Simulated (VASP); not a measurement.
# Zn2S (P6/mmm) in VASP: further runs

Runs on Zn2S. Level: PBE. Tasks: single point, relaxation of cell and atoms.

Everything below comes from runs of VASP 6.6.1. Logs are shortened: lines on timing, memory, paths and dates and some standing lists are left out, and cuts for length are marked.

## (1) The cell of the first run

Symmetry: P6/mmm, No. 191, hexagonal system. Conventional cell: a = 4.202 Å, b = 4.202 Å, c = 3.572 Å, α = 90.00°, β = 90.00°, γ = 120.00°. Zn (site symmetry -6m2) has 3 Zn at 2.43 Å and 6 S at 3.01 Å within 3.2 Å. S (site symmetry 6/mmm) has 12 Zn at 3.01 Å and 2 S at 3.57 Å within 4.0 Å.

## (2) Single point, PBE

INCAR

```
ALGO = Normal
EDIFF = 1E-7
ENCUT = 520
GGA = PE
ISIF = 2
ISMEAR = 0
LASPH = T
LCHARG = F
LREAL = F
LWAVE = F
NBANDS = 22
NELM = 80
PREC = Accurate
SIGMA = 0.1
```

KPOINTS

```
k-points
0
Gamma
  12 12 16
```

POSCAR

```
Zn2S
1.0
    4.2024366009      0.0000000000      0.0000000000
   -2.1012183004      3.6394168541      0.0000000000
    0.0000000000      0.0000000000      3.5719943543
Zn S
2 1
Direct
    0.3333333333      0.6666666667      0.5000000000
    0.6666666667      0.3333333333      0.5000000000
    0.0000000000      0.0000000000      0.0000000000
```

Potentials or basis: VASP PAW PBE potentials, release 64 (Zn, S).

The run is started by

```sh
$ cat potpaw_PBE.64/Zn/POTCAR potpaw_PBE.64/S/POTCAR > POTCAR
$ mpirun -np 1 vasp_std > vasp.out
```

OUTCAR:

```text
EDIFF = 1E-7
   ENCUT = 520
   GGA = PE
   ISIF = 2
   ISMEAR = 0
   LASPH = T
   LREAL = F
   NELM = 80
   PREC = Accurate

 ion  position               nearest neighbor table
   1  0.333  0.667  0.500-   2 2.43   2 2.43   2 2.43
   2  0.667  0.333  0.500-   1 2.43   1 2.43   1 2.43
   3  0.000  0.000  0.000-

  LATTYP: Found a hexagonal cell.
 ALAT       =     4.2024366009
 C/A-ratio  =     0.8499817352

  Lattice vectors:

 A1 = (   4.2024366009,   0.0000000000,   0.0000000000)
 A2 = (  -2.1012183004,   3.6394168541,   0.0000000000)
 A3 = (   0.0000000000,   0.0000000000,   3.5719943543)

Analysis of symmetry for initial positions (statically):
=====================================================================
 Subroutine PRICEL returns:
 Original cell was already a primitive cell.

 Routine SETGRP: Setting up the symmetry group for a
 hexagonal supercell.

 Subroutine GETGRP returns: Found 24 space group operations
 (whereof 24 operations were pure point group operations)
 out of a pool of 24 trial point group operations.

The static configuration has the point symmetry D_6h.

Analysis of symmetry for dynamics (positions and initial velocities):
=====================================================================
 Subroutine PRICEL returns:
 Original cell was already a primitive cell.

 Routine SETGRP: Setting up the symmetry group for a
 hexagonal supercell.

 Subroutine GETGRP returns: Found 24 space group operations
 (whereof 24 operations were pure point group operations)
 out of a pool of 24 trial point group operations.

The dynamic configuration has the point symmetry D_6h.

 Subroutine INISYM returns: Found 24 space group operations
 (whereof 24 operations are pure point group operations),
 and found     1 'primitive' translations

----------------------------------------------------------------------------------------

                                     Primitive cell

  volume of cell :      54.6316

  direct lattice vectors                    reciprocal lattice vectors
     4.202436601  0.000000000  0.000000000     0.237957189  0.137384647  0.000000000
    -2.101218300  3.639416854  0.000000000     0.000000000  0.274769294  0.000000000
     0.000000000  0.000000000  3.571994354     0.000000000  0.000000000  0.279955650

  length of vectors
     4.202436601  4.202436601  3.571994354     0.274769294  0.274769294  0.279955650

  position of ions in fractional coordinates (direct lattice)
     0.333333333  0.666666667  0.500000000
     0.666666667  0.333333333  0.500000000
     0.000000000  0.000000000  0.000000000

  ion indices of the primitive-cell ions
   primitive index   ion index
                 1           1
                 2           2
                 3           3

----------------------------------------------------------------------------------------

 KPOINTS: k-points

Automatic generation of k-mesh.
 Grid dimensions read from file:
 generate k-points for:   12   12   16

 Generating k-lattice:

  Cartesian coordinates                     Fractional coordinates (reciprocal lattice)
     0.019829766  0.011448721  0.000000000     0.083333333 -0.000000000  0.000000000
     0.000000000  0.022897441  0.000000000     0.000000000  0.083333333  0.000000000
     0.000000000  0.000000000  0.017497228     0.000000000  0.000000000  0.062500000

  Length of vectors
     0.022897441  0.022897441  0.017497228

  Shift w.r.t. Gamma in fractional coordinates (k-lattice)
     0.000000000  0.000000000  0.000000000

 Subroutine IBZKPT returns following result:
 ===========================================

 Found    171 irreducible k-points:

 Following reciprocal coordinates:
            Coordinates               Weight
  0.000000  0.000000  0.000000      1.000000
  0.083333 -0.000000  0.000000      6.000000
  0.166667  0.000000  0.000000      6.000000
  0.250000  0.000000  0.000000      6.000000
  0.333333  0.000000  0.000000      6.000000
  0.416667  0.000000  0.000000      6.000000
[... 16 lines left out ...]
  0.250000  0.000000  0.062500     12.000000
  0.333333  0.000000  0.062500     12.000000
 [... further k-points ...]
   k-points           NKPTS =    171   k-points in BZ     NKDIM =    171   number of bands    NBANDS=     22
   number of dos      NEDOS =    301   number of ions     NIONS =      3
   total plane-waves  NPLWV =  28672
   dimension x,y,z NGX =    32 NGY =   32 NGZ =   28
   dimension x,y,z NGXF=    64 NGYF=   64 NGZF=   56
   ions per type =               2   1
   NGX,Y,Z   is equivalent  to a cutoff of  12.66, 12.66, 13.03 a.u.
   NGXF,Y,Z  is equivalent  to a cutoff of  25.32, 25.32, 26.06 a.u.
 SYSTEM =  unknown system
   PREC   = accura    normal or accurate (medium, high low for compatibility)
   ISTART =      0    job   : 0-new  1-cont  2-samecut
   ICHARG =      2    charge: 1-file 2-atom 10-const
   ISPIN  =      1    spin polarized calculation?
   LNONCOLLINEAR =      F non collinear calculations
   LSORBIT =      F    spin-orbit coupling
   LASPH  =      T    aspherical Exc in radial PAW
   ENCUT  =  520.0 eV  38.22 Ry    6.18 a.u.   7.81  7.81  6.64*2*pi/ulx,y,z
   NELM   =     80;   NELMIN=  2; NELMDL= -5     # of ELM steps
   EDIFF  = 0.1E-06   stopping-criterion for ELM
   LREAL  =      F    real-space projection
   EDIFFG = 0.1E-05   stopping-criterion for IOM
   NSW    =      0    number of steps for IOM
   IBRION =     -1    ionic relax: 0-MD 1-quasi-New 2-CG
   NFREE  =      0    steps in history (QN), initial steepest desc. (CG)
   ISIF   =      2    stress and relaxation
   ISYM   =      2    0-nonsym 1-usesym 2-fastsym
   POTIM  = 0.5000    time-step for ionic-motion
   TEBEG  =    0.0;   TEEND  =   0.0 temperature during run
   PSTRESS=    0.0 pullay stress
   NELECT =      30.0000    total number of electrons
   NUPDOWN=      -1.0000    fix difference up-down
   EMIN   =  10.00;   EMAX   =-10.00  energy-range for DOS
   EFERMI =   0.00;   METHOD = LEGACY
   ISMEAR =     0;   SIGMA  =   0.10  broadening in eV -4-tet -1-fermi 0-gaus
   EFERMI_NEDOS =   21; number of points for ismear=-14 and -15
   IALGO  =     38    algorithm
   IMIX   =      4    mixing-type and parameters
     AMIX     =   0.40;   BMIX     =  1.00
     AMIX_MAG =   1.60;   BMIX_MAG =  1.00
  volume/ion in A,a.u.               =      18.21       122.89
  Fermi-wavevector in a.u.,A,eV,Ry     =   1.340604  2.533375 24.452668  1.797220
  Thomas-Fermi vector in A             =   2.468904
   LORBIT       =      0    0 simple, 1 ext, 2 COOP (PROOUT), +10 PAW based schemes
   GGA     = PE    functional components
   LHFCALC =     F    Hartree Fock is set to
   AEXX    =    0.0000 exact exchange contribution
   IVDW    =     0    specifies the selected vdW correction
   LEPSILON=     F    determine dielectric tensor
   LRPA    =     F    only Hartree local field effects (RPA)
 non-spin polarized calculation
 Gauss-broadening in eV      SIGMA  =   0.10
  energy-cutoff  :      520.00
  volume of cell :       54.63
 maximum number of plane-waves:      1490
 NGX is ok and might be reduce to    32
   NGX = 15   NGY = 15   NGZ = 13

 number of electron      30.0000002 magnetization

 Free energy of the ion-electron system (eV)
  ---------------------------------------------------
  ext. energy  EPLUGINS =         0.00000000
  ---------------------------------------------------
  free energy    TOTEN  =        -5.47045378 eV

  energy without entropy =       -5.46190691  energy(sigma->0) =       -5.46618034

 E-fermi :   3.0983     XC(G=0): -10.4638

 val. band max:        3.0868985320   @ k =   0.1667   0.0000   0.4375
 cond. band min:       3.1032621679   @ k =   0.2500   0.1667   0.1250
 fundamental gap:      0.0163636359
 Fermi energy:         3.0982929880

 k-point     1 :       0.0000    0.0000    0.0000
  band No.  band energies     occupation
      1     -10.1713      2.00000
      2      -4.5891      2.00000
      3      -4.3585      2.00000
      4      -4.3585      2.00000
      5      -4.2439      2.00000
      6      -4.2439      2.00000
[... 14 lines left out ...]
     21      13.3681      0.00000
     22      13.3681      0.00000

 k-point     2 :       0.0833   -0.0000    0.0000
  band No.  band energies     occupation
      1     -10.1353      2.00000
      2      -4.6005      2.00000
      3      -4.4164      2.00000
      4      -4.4122      2.00000
      5      -4.2497      2.00000
      6      -4.2415      2.00000
[... 14 lines left out ...]
     21      13.0227      0.00000
     22      13.2109      0.00000

 k-point     3 :       0.1667    0.0000    0.0000
  band No.  band energies     occupation
      1     -10.0338      2.00000
      2      -4.6511      2.00000
      3      -4.4955      2.00000
      4      -4.4607      2.00000
      5      -4.2651      2.00000
      6      -4.2365      2.00000
[... 14 lines left out ...]
     21      12.5117      0.00000
     22      12.9107      0.00000

 k-point     4 :       0.2500    0.0000    0.0000
  band No.  band energies     occupation
      1      -9.8864      2.00000
      2      -4.7252      2.00000
      3      -4.5609      2.00000
      4      -4.4691      2.00000
      5      -4.2848      2.00000
      6      -4.2334      2.00000
[... 14 lines left out ...]
     21      12.6950      0.00000
     22      12.8702      0.00000

 k-point     5 :       0.3333    0.0000    0.0000
  band No.  band energies     occupation
      1      -9.7270      2.00000
      2      -4.7689      2.00000
      3      -4.6085      2.00000
      4      -4.4787      2.00000
      5      -4.3033      2.00000
      6      -4.2357      2.00000
[... 417 lines left out ...]
 k-point    22 :       0.1667    0.0000    0.0625
  band No.  band energies     occupation
      1     -10.0091      2.00000
      2      -4.6535      2.00000
      3      -4.4945      2.00000
      4      -4.4612      2.00000
      5      -4.2709      2.00000
      6      -4.2429      2.00000
[... 14 lines left out ...]
     21      12.4473      0.00000
     22      12.5051      0.00000

 k-point    23 :       0.2500    0.0000    0.0625
  band No.  band energies     occupation
      1      -9.8635      2.00000
      2      -4.7238      2.00000
      3      -4.5600      2.00000
      4      -4.4719      2.00000
      5      -4.2918      2.00000
      6      -4.2410      2.00000
[... 14 lines left out ...]
     21      12.3155      0.00000
     22      12.8289      0.00000

 k-point    24 :       0.3333    0.0000    0.0625
  band No.  band energies     occupation
      1      -9.7064      2.00000
      2      -4.7653      2.00000
      3      -4.6077      2.00000
      4      -4.4829      2.00000
      5      -4.3113      2.00000
      6      -4.2420      2.00000
[... 14 lines left out ...]
     21      12.4138      0.00000
     22      12.4442      0.00000

 [... further k-points ...]

------------------------ aborting loop because EDIFF is reached ----------------------------------------

  FORCE on cell =-STRESS in cart. coord.  units (eV):
  Direction    XX          YY          ZZ          XY          YZ          ZX
  --------------------------------------------------------------------------------------
  -------------------------------------------------------------------------------------
  Total        0.0815584      0.0815584      0.0231064      0.0000000      0.0000000     -0.0000000
  in kB        2.3918584      2.3918584      0.6776409      0.0000000      0.0000000     -0.0000000
  external PRESSURE =       1.8204526 kB  Pullay stress =       0.0000000 kB

 VOLUME and BASIS-vectors are now :
 -----------------------------------------------------------------------------
  energy-cutoff  :      520.00
  volume of cell :       54.63
      direct lattice vectors                 reciprocal lattice vectors
     4.202436601  0.000000000  0.000000000     0.237957189  0.137384647  0.000000000
    -2.101218300  3.639416854  0.000000000     0.000000000  0.274769294  0.000000000
     0.000000000  0.000000000  3.571994354     0.000000000  0.000000000  0.279955650

 POSITION                                       TOTAL-FORCE (eV/Angst)
 -----------------------------------------------------------------------------------
     -0.00000      2.42628      1.78600         0.000000     -0.000000      0.000000
      2.10122      1.21314      1.78600         0.000000      0.000000      0.000000
      0.00000      0.00000      0.00000        -0.000000     -0.000000      0.000000
 -----------------------------------------------------------------------------------
    total drift:                               -0.000000      0.000000     -0.000000

  FREE ENERGIE OF THE ION-ELECTRON SYSTEM (eV)
  ---------------------------------------------------
  free  energy   TOTEN  =        -5.4704537796 eV

  energy  without entropy=       -5.4619069064  energy(sigma->0) =       -5.46618034
```

It took 68 s on 1 thread of Intel Xeon 6975P-C (Granite Rapids), shared host; peak memory 0.3 GiB.

What came out:

* Free energy: -5.4705 eV
* Pressure: 0.2 GPa
* Band gap on the k mesh: zero (band 15 reaches 4.45 eV, above the bottom of band 16 at 0.30 eV)

Stress tensor (GPa, compression positive):
```
0.24 0.00 0.00
0.00 0.24 0.00
0.00 0.00 0.07
```

## (3) Relaxation of cell and atoms, PBE

INCAR

```
PREC     = Accurate       # precision mode
ENCUT    = 600            # plane-wave cutoff, eV
EDIFF    = 1E-7           # SCF threshold, eV
ISMEAR   = 0              # smearing method
SIGMA    = 0.1            # smearing width, eV
LREAL    = F              # projectors in reciprocal space
LASPH    = T              # aspherical terms in the spheres
NELM     = 60             # most SCF steps
ALGO     = Normal         # electronic algorithm
ISIF     = 3              # what is computed and relaxed
LWAVE    = F              # write WAVECAR
LCHARG   = F              # write CHGCAR
GGA      = PE             # functional
IBRION   = 2              # ionic algorithm
NSW      = 100            # ionic steps
EDIFFG   = -0.01          # ionic threshold
```

KPOINTS

```
regular mesh
0
Gamma
  12 12 14
```

POSCAR

```
Zn2S
1.0
    4.2052051270      0.0000000000      0.0000000000
   -2.1026025635      3.6418144681      0.0000000000
    0.0000000000      0.0000000000      3.5696954221
Zn S
2 1
Direct
    0.3333333333      0.6666666667      0.5000000000
    0.6666666667      0.3333333333      0.5000000000
    0.0000000000      0.0000000000      0.0000000000
```

Potentials or basis: VASP PAW PBE potentials, release 64 (Zn, S).

The run is started by

```sh
$ cat potpaw_PBE.64/Zn/POTCAR potpaw_PBE.64/S/POTCAR > POTCAR
$ mpirun -np 1 vasp_std > vasp.out
```

Run time: 2 min. Hardware: 1 thread of Intel Xeon 6975P-C (Granite Rapids), shared host; peak memory 0.32 GiB.

It converged, with:

| Item | Value |
| --- | --- |
| Free energy | -5.4660 eV |
| Relaxed volume | 18.26 Å³/atom |
| Relaxed cell | a = 4.208 Å, b = 4.208 Å, c = 3.571 Å, α = 90.00°, β = 90.00°, γ = 120.00° |
| Space group after relaxing (to 0.05 Å) | P6/mmm (No. 191) |
| Energy gained by relaxing | 0.0 meV/atom |
| Ionic steps | 2 |
| Pressure after relaxing | 0.0 GPa |
| Band gap on the k mesh | zero (band 15 reaches 4.43 eV, above the bottom of band 16 at 0.29 eV) |

Final structure:
```
Zn S
1.0
     4.20837    0.00000    0.00000
    -2.10418    3.64455    0.00000
     0.00000    0.00000    3.57077
Zn S
2 1
Direct
  0.33333 0.66667 0.50000
  0.66667 0.33333 0.50000
  0.00000 0.00000 0.00000
```

Levels at points of the mesh, in eV from the Fermi level:
| k point | band 13 | band 14 | band 15 | band 16 | band 17 | band 18 |
| --- | --- | --- | --- | --- | --- | --- |
| (0.00, 0.00, 0.00) | -2.10 | -2.10 | -1.79 | 2.23 | 2.23 | 4.22 |
| (0.50, 0.00, 0.00) | -3.41 | -2.24 | -0.97 | 1.71 | 4.50 | 4.68 |
| (0.00, 0.00, 0.50) | -1.56 | -1.56 | 0.65 | 0.70 | 4.01 | 4.01 |
| (0.50, 0.00, 0.50) | -4.00 | -3.58 | -1.78 | 1.13 | 1.30 | 2.32 |
